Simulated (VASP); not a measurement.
The system is Mn.

```
Mn
1.0
     4.04933    0.00000    0.00000
    -2.02467    3.50682    0.00000
     0.00000    0.00000    2.48224
Mn
3
Cartesian
  0.0000 0.0000 0.0000
  0.0000 2.3379 1.2411
  2.0247 1.1689 1.2411
```

This isn't the form of Mn at room conditions, which is a 58-atom cubic cell.

- Program: VASP 6.6.1
- Task: relaxation of cell and atoms
- Functional: PBEsol
- Potentials or basis: VASP PAW PBE potentials, release 64 (Mn_pv)
- Cutoff: 600 eV
- k mesh: 9 × 9 × 13
- Occupations: fermi-dirac, width 0.1 eV
- Spin: no spin polarisation

At the start: pressure -28.3 GPa; volume 11.75 Å³/atom.

Problem. Where does the relaxation end?

Solution. Over 9 steps the energy falls by 138.6 meV/atom and the volume is 10.39 Å³/atom (-11.5 %); space group P6/mmm (No. 191, to 0.1 Å) before and after.

Step by step:
| step | energy change (eV) | largest force (eV/Å) | pressure (GPa) | volume (Å³) |
| --- | --- | --- | --- | --- |
| 1 | 0.0000 | 0.0000 | -28.27 | 35.25 |
| 2 | 0.8861 | 0.0000 | 90.15 | 25.69 |
| 3 | -0.4109 | 0.0000 | -1.86 | 31.37 |
| 4 | -0.4123 | 0.0000 | -0.23 | 31.20 |
| 5 | -0.4123 | 0.0000 | 0.53 | 31.12 |
| 6 | -0.4159 | 0.0000 | 0.36 | 31.15 |
| 7 | -0.4159 | 0.0000 | 0.37 | 31.15 |
| 8 | -0.4159 | 0.0000 | -0.55 | 31.24 |
| 9 | -0.4159 | 0.0000 | 0.01 | 31.18 |

Final structure:
```xyz
3
Lattice="3.8573 0.0000 0.0000 -1.9286 3.3405 0.0000 0.0000 0.0000 2.4202" Properties=species:S:1:pos:R:3 pbc="T T T"
Mn    0.0000    0.0000    0.0000
Mn    0.0000    2.2270    1.2101
Mn    1.9286    1.1135    1.2101
```

Caveat: the highest band is partly filled, so the run has too few bands; the PAW data sets were made with another functional, which shifts forces and pressure a little; the run has no spin polarisation, though such a crystal can be magnetic.
